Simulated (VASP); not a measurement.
The system is CO2.

```
C O
1.0
    -1.95481    1.95481    2.96733
     1.95481   -1.95481    2.96733
     1.95481    1.95481   -2.96733
C O
2 4
Direct
  0.00000 0.00000 0.00000
  0.75000 0.25000 0.50000
  0.37500 0.29235 0.41735
  0.70765 0.12500 0.08265
  0.87500 0.95765 0.58265
  0.04235 0.62500 0.91735
```

Base run:

| Property | Result |
| --- | --- |
| Program | VASP 6.6.1 |
| Functional | r2SCAN |
| Potentials or basis | VASP PAW PBE potentials, release 64 (C, O) |
| Cutoff | 520 eV |
| k mesh | 8 × 8 × 8 |
| Occupations | gaussian, width 0.01 eV |
| Spin | no spin polarisation |

Its results: band gap on the k mesh 8.48 eV, indirect (least direct gap 8.88 eV); pressure 2.2 GPa; largest force 0.129 eV/Å.

Task: The run is repeated on the same cell with these changes: functional from r2SCAN to PBE. What comes out?

Result: Band gap on the k mesh 7.74 eV, indirect (least direct gap 8.17 eV); pressure 9.2 GPa; largest force 0.341 eV/Å.

r2SCAN gives the wider gap, since meta-GGAs in the generalised Kohn-Sham scheme recover part of the derivative discontinuity.

Caveats: the PAW data sets were made with another functional, which shifts forces and pressure a little (some runs).

A k mesh can miss the band edges.
